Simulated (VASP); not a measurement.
# Cd (Im-3m) in VASP: further runs, part 3 of 3

VASP 6.6.1.

## Step 4: Relaxation of cell and atoms, PBE

File INCAR:

```
  PREC = Accurate
  ENCUT = 600
  EDIFF = 1E-6
  ISMEAR = -1
  SIGMA = 0.05
  LREAL = F
  LASPH = T
  NELM = 60
  ALGO = Normal
  ISIF = 3
  LWAVE = F
  LCHARG = F
  GGA = PE
  IBRION = 2
  NSW = 45
  EDIFFG = -0.005
```

File KPOINTS:

```
Automatic mesh
0
Gamma
  16 16 16
```

File POSCAR:

```
Cd
1.0
   -1.8001514411      1.8001514411      1.8001514411
    1.8001514411     -1.8001514411      1.8001514411
    1.8001514411      1.8001514411     -1.8001514411
Cd
1
Direct
    0.0000000000      0.0000000000      0.0000000000
```

Potentials or basis: VASP PAW PBE potentials, release 64 (Cd).

The run is started by

```bash
> cat potpaw_PBE.64/Cd/POTCAR > POTCAR
> mpirun -np 1 vasp_std > vasp.out
```

OUTCAR:

```text
PREC = Accurate
   ENCUT = 600
   EDIFF = 1E-6
   ISMEAR = -1
   LREAL = F
   LASPH = T
   NELM = 60
   ISIF = 3
   GGA = PE
   IBRION = 2
   NSW = 45
   EDIFFG = -0.005

 ion  position               nearest neighbor table
   1  0.000  0.000  0.000-

  LATTYP: Found a body centered cubic cell.
 ALAT       =     3.6003028822

  Lattice vectors:

 A1 = (  -1.8001514411,   1.8001514411,   1.8001514411)
 A2 = (   1.8001514411,  -1.8001514411,   1.8001514411)
 A3 = (   1.8001514411,   1.8001514411,  -1.8001514411)

Analysis of symmetry for initial positions (statically):
=====================================================================
 Subroutine PRICEL returns:
 Original cell was already a primitive cell.

 Routine SETGRP: Setting up the symmetry group for a
 body centered cubic supercell.

 Subroutine GETGRP returns: Found 48 space group operations
 (whereof 48 operations were pure point group operations)
 out of a pool of 48 trial point group operations.

The static configuration has the point symmetry O_h .

Analysis of symmetry for dynamics (positions and initial velocities):
=====================================================================
 Subroutine PRICEL returns:
 Original cell was already a primitive cell.

 Routine SETGRP: Setting up the symmetry group for a
 body centered cubic supercell.

 Subroutine GETGRP returns: Found 48 space group operations
 (whereof 48 operations were pure point group operations)
 out of a pool of 48 trial point group operations.

The dynamic configuration has the point symmetry O_h .

 Subroutine INISYM returns: Found 48 space group operations
 (whereof 48 operations are pure point group operations),
 and found     1 'primitive' translations

----------------------------------------------------------------------------------------

                                     Primitive cell

  volume of cell :      23.3339

  direct lattice vectors                    reciprocal lattice vectors
    -1.800151441  1.800151441  1.800151441     0.000000000  0.277754409  0.277754409
     1.800151441 -1.800151441  1.800151441     0.277754409  0.000000000  0.277754409
     1.800151441  1.800151441 -1.800151441     0.277754409  0.277754409  0.000000000

  length of vectors
     3.117953757  3.117953757  3.117953757     0.392804053  0.392804053  0.392804053

  position of ions in fractional coordinates (direct lattice)
     0.000000000  0.000000000  0.000000000

  ion indices of the primitive-cell ions
   primitive index   ion index
                 1           1

----------------------------------------------------------------------------------------

 KPOINTS: Automatic mesh

Automatic generation of k-mesh.
 Grid dimensions read from file:
 generate k-points for:   16   16   16

 Generating k-lattice:
[... 94 lines left out ...]
 non-spin polarized calculation
  energy-cutoff  :      600.00
  volume of cell :       23.33
 maximum number of plane-waves:       798
 NGX is ok and might be reduce to    28
   NGX = 13   NGY = 13   NGZ = 13

--------------------------------------- Ionic step        1  -------------------------------------------

 number of electron      11.9999999 magnetization

 Free energy of the ion-electron system (eV)
  ---------------------------------------------------
  ext. energy  EPLUGINS =         0.00000000
  ---------------------------------------------------
  free energy    TOTEN  =        -0.69531879 eV

  energy without entropy =       -0.69327038  energy(sigma->0) =       -0.69429459

------------------------ aborting loop because EDIFF is reached ----------------------------------------

  FORCE on cell =-STRESS in cart. coord.  units (eV):
  Direction    XX          YY          ZZ          XY          YZ          ZX
  --------------------------------------------------------------------------------------
  -------------------------------------------------------------------------------------
  Total        0.0167906      0.0167906      0.0167906      0.0000000      0.0000000      0.0000000
  in kB        1.1528935      1.1528935      1.1528935      0.0000000      0.0000000      0.0000000
  external PRESSURE =       1.1528935 kB  Pullay stress =       0.0000000 kB

 VOLUME and BASIS-vectors are now :
 -----------------------------------------------------------------------------
  energy-cutoff  :      600.00
  volume of cell :       23.33
      direct lattice vectors                 reciprocal lattice vectors
    -1.800151441  1.800151441  1.800151441     0.000000000  0.277754409  0.277754409
     1.800151441 -1.800151441  1.800151441     0.277754409  0.000000000  0.277754409
     1.800151441  1.800151441 -1.800151441     0.277754409  0.277754409  0.000000000

 POSITION                                       TOTAL-FORCE (eV/Angst)
 -----------------------------------------------------------------------------------
      0.00000      0.00000      0.00000         0.000000      0.000000      0.000000
 -----------------------------------------------------------------------------------
    total drift:                               -0.000000     -0.000000     -0.000000

  FREE ENERGIE OF THE ION-ELECTRON SYSTEM (eV)
  ---------------------------------------------------
  free  energy   TOTEN  =        -0.6953187941 eV

  energy  without entropy=       -0.6932703774  energy(sigma->0) =       -0.69429459

--------------------------------------- Ionic step        2  -------------------------------------------

 number of electron      12.0000000 magnetization

 Free energy of the ion-electron system (eV)
  ---------------------------------------------------
  ext. energy  EPLUGINS =         0.00000000
  ---------------------------------------------------
  free energy    TOTEN  =        -0.69534347 eV

  energy without entropy =       -0.69328384  energy(sigma->0) =       -0.69431365

 E-fermi :   2.4157     XC(G=0): -10.6262

 val. band max:        2.3462963130   @ k =   0.3750   0.1250   0.0625
 cond. band min:       2.4988827947   @ k =   0.5000   0.5000   0.2500
 fundamental gap:      0.1525864817
 Fermi energy:         2.4156662653

 k-point     1 :       0.0000    0.0000    0.0000
  band No.  band energies     occupation
      1      -6.6774      2.00000
      2      -6.6774      2.00000
      3      -6.6774      2.00000
      4      -6.1123      2.00000
      5      -6.1123      2.00000
      6      -5.9267      2.00000
      7      17.6262      0.00000
      8      17.6262      0.00000
      9      17.6262      0.00000
     10      17.8668      0.00000
[... 287 lines left out ...]
 k-point    24 :       0.2500    0.1875    0.0000
  band No.  band energies     occupation
      1      -6.8938      2.00000
      2      -6.7244      2.00000
      3      -6.2345      2.00000
      4      -6.2001      2.00000
      5      -6.0098      2.00000
      6      -1.8692      2.00000
      7       6.2493      0.00000
      8       8.0001      0.00000
      9      12.1700      0.00000
     10      17.3347      0.00000

 [... further k-points ...]

------------------------ aborting loop because EDIFF is reached ----------------------------------------

  FORCE on cell =-STRESS in cart. coord.  units (eV):
  Direction    XX          YY          ZZ          XY          YZ          ZX
  --------------------------------------------------------------------------------------
  -------------------------------------------------------------------------------------
  Total        0.0033764      0.0033764      0.0033764      0.0000000      0.0000000      0.0000000
  in kB        0.2312700      0.2312700      0.2312700      0.0000000      0.0000000      0.0000000
  external PRESSURE =       0.2312700 kB  Pullay stress =       0.0000000 kB

 VOLUME and BASIS-vectors are now :
 -----------------------------------------------------------------------------
  energy-cutoff  :      600.00
  volume of cell :       23.39
      direct lattice vectors                 reciprocal lattice vectors
    -1.801609604  1.801609604  1.801609604     0.000000000  0.277529604  0.277529604
     1.801609604 -1.801609604  1.801609604     0.277529604  0.000000000  0.277529604
     1.801609604  1.801609604 -1.801609604     0.277529604  0.277529604  0.000000000

 POSITION                                       TOTAL-FORCE (eV/Angst)
 -----------------------------------------------------------------------------------
      0.00000      0.00000      0.00000         0.000000      0.000000      0.000000
 -----------------------------------------------------------------------------------
    total drift:                               -0.000000     -0.000000     -0.000000

  FREE ENERGIE OF THE ION-ELECTRON SYSTEM (eV)
  ---------------------------------------------------
  free  energy   TOTEN  =        -0.6953434718 eV

  energy  without entropy=       -0.6932838365  energy(sigma->0) =       -0.69431365

 reached required accuracy - stopping structural energy minimisation
```

OSZICAR:

```text
N       E                     dE             d eps       ncg     rms          rms(c)
DAV:   1     0.724669501789E+02    0.72467E+02   -0.76374E+03  3020   0.131E+03
DAV:   2     0.458930478571E+00   -0.72008E+02   -0.68851E+02  2986   0.271E+02
DAV:   3    -0.731175710157E+00   -0.11901E+01   -0.11896E+01  3302   0.418E+01
DAV:   4    -0.732542955454E+00   -0.13672E-02   -0.13672E-02  3210   0.135E+00
DAV:   5    -0.732546362433E+00   -0.34070E-05   -0.34071E-05  3254   0.694E-02    0.265E+00
DAV:   6    -0.696426675226E+00    0.36120E-01   -0.11777E-01  3176   0.469E+00    0.217E+00
DAV:   7    -0.694999064223E+00    0.14276E-02   -0.11275E-02  3122   0.119E+00    0.108E+00
DAV:   8    -0.695277886355E+00   -0.27882E-03   -0.13068E-03  3092   0.584E-01    0.543E-02
DAV:   9    -0.695314869369E+00   -0.36983E-04   -0.18606E-05  3364   0.498E-02    0.899E-03
DAV:  10    -0.695318929865E+00   -0.40605E-05   -0.34413E-06  3132   0.244E-02    0.844E-04
DAV:  11    -0.695318794099E+00    0.13577E-06   -0.14220E-08  1570   0.122E-03
   1 F= -.69531879E+00 E0= -.69429459E+00  d E =-.695319E+00
       N       E                     dE             d eps       ncg     rms          rms(c)
DAV:   1    -0.696258193505E+00   -0.93926E-03   -0.18514E-02  3124   0.201E+00    0.224E-01
DAV:   2    -0.695416076240E+00    0.84212E-03   -0.25819E-03  3118   0.746E-01    0.660E-02
DAV:   3    -0.695357747200E+00    0.58329E-04   -0.14023E-04  3180   0.154E-01    0.547E-02
DAV:   4    -0.695343596016E+00    0.14151E-04   -0.90303E-06  3066   0.316E-02    0.273E-03
DAV:   5    -0.695343471823E+00    0.12419E-06   -0.19621E-07  1542   0.494E-03
   2 F= -.69534347E+00 E0= -.69431365E+00  d E =-.246777E-04
```

CONTCAR:

```text
Cd
   1.00000000000000
    -1.8016096037779301    1.8016096037779301    1.8016096037779301
     1.8016096037779301   -1.8016096037779301    1.8016096037779301
     1.8016096037779301    1.8016096037779301   -1.8016096037779301
  Cd
     1
Direct
     0.0000000000000000    0.0000000000000000    0.0000000000000000

  0.00000000E+00  0.00000000E+00  0.00000000E+00
```

Run time: 49 s. Hardware: 1 thread of Intel Xeon Platinum 8259CL at 2.50GHz (Skylake/Cascade Lake), shared host; peak memory 0.19 GiB.

What came out:

```yaml
Free_energy: -0.6953 eV
Relaxed_volume: 23.39 Å³/atom
Relaxed_cell: a = 3.120 Å, b = 3.120 Å, c = 3.120 Å, α = 109.47°, β = 109.47°, γ = 109.47°
Space_group_after_relaxing_to_0.05_Å: Im-3m (No. 229)
Energy_gained_by_relaxing: 0.0 meV/atom
Ionic_steps: 2
Pressure_after_relaxing: 0.0 GPa
Band_gap_on_the_k_mesh: zero (band 6 reaches 5.80 eV, above the bottom of band 7 at 1.39 eV)
```

Final structure:
```
Cd
1.0
    -1.80161    1.80161    1.80161
     1.80161   -1.80161    1.80161
     1.80161    1.80161   -1.80161
Cd
1
Direct
  0.00000 0.00000 0.00000
```

## Step 5: The runs side by side

```tsv
task	cell	cutoff (eV)	gap on the mesh (eV)	pressure (GPa)	relaxed volume (Å³/atom)
single point	a = 3.118 Å, angles 109.5°, 1 atom	520	none	0.2	-
relaxation of cell and atoms	relaxed from a = 3.108 Å, angles 109.5°, 1 atom	600	none	0.0	23.41
relaxation of cell and atoms	relaxed from a = 3.118 Å, angles 109.5°, 1 atom	600	none	0.0	23.39
```

Alike in all rows: level PBE; potentials or basis VASP PAW PBE potentials, release 64 (Cd); no spin polarisation; k mesh 16 × 16 × 16; smearing fermi-dirac 0.05 eV.

Absolute energies hang on the potentials; compare differences alone.
